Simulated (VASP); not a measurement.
A run of VASP 6.6.1 is set up as follows.

File INCAR:

```
SYSTEM = Fe2O3
ALGO = Normal
EDIFF = 1E-6
ENCUT = 520
GGA = PE
ISIF = 2
ISMEAR = 0
ISPIN = 2
LASPH = .TRUE.
LCHARG = .TRUE.
LDAU = .TRUE.
LDAUJ = 0 0
LDAUL = 2 -1
LDAUPRINT = 1
LDAUTYPE = 2
LDAUU = 4 0
LELF = .TRUE.
LMAXMIX = 4
LORBIT = 11
LREAL = .FALSE.
LVHAR = .TRUE.
LWAVE = .FALSE.
MAGMOM = 4.19 -4.19 4.19 -4.19 0 0 0 0 0 0
NBANDS = 49
NELM = 150
PREC = Accurate
SIGMA = 0.05
```

KPOINTS

```
k-points
0
G
  4 4 4
  0 0 0
```

The input POSCAR:

```
Fe2O3
1.0
    2.5520436017      1.4734230604      4.6474544208
   -2.5520436017      1.4734230604      4.6474544208
    0.0000000000     -2.9468461208      4.6474544208
Fe O
4 6
Direct
    0.3553279774      0.3553279774      0.3553279774
    0.1446720235      0.1446720235      0.1446720235
    0.6446720226      0.6446720226      0.6446720226
    0.8553279765      0.8553279765      0.8553279765
    0.5555685575      0.9444314413      0.2500000012
    0.2500000012      0.5555685575      0.9444314413
    0.9444314413      0.2500000012      0.5555685575
    0.4444314425      0.0555685587      0.7499999988
    0.7499999988      0.4444314425      0.0555685587
    0.0555685587      0.7499999988      0.4444314425
```

Potentials or basis: VASP PAW PBE potentials, release 64 (Fe, O).

Command:

```bash
$ cat potpaw_PBE.64/Fe/POTCAR potpaw_PBE.64/O/POTCAR > POTCAR
$ mpirun -np 1 vasp_std > vasp.out
```

What does it give for the band gap on the k mesh?

2.18 eV, indirect (least direct gap 2.23 eV).

Estimate the site moments.

Fe +4.16, -4.16; O +0.00 μB.

Eigenvalues of the final occupation matrices:
| site | spin | trace | eigenvalues |
| --- | --- | --- | --- |
| site 1 d | 1 | 4.99 | 0.98 0.98 0.98 1.03 1.03 |
| site 1 d | 2 | 0.85 | 0.09 0.09 0.09 0.29 0.29 |
| site 2 d | 1 | 0.85 | 0.09 0.09 0.09 0.29 0.29 |
| site 2 d | 2 | 4.99 | 0.98 0.98 0.98 1.03 1.03 |
| site 3 d | 1 | 4.99 | 0.98 0.98 0.98 1.03 1.03 |
| site 3 d | 2 | 0.85 | 0.09 0.09 0.09 0.29 0.29 |
| site 4 d | 1 | 0.85 | 0.09 0.09 0.09 0.29 0.29 |
| site 4 d | 2 | 4.99 | 0.98 0.98 0.98 1.03 1.03 |

A k mesh can miss the band edges. The state reached can hang on the start; a lower one may exist.
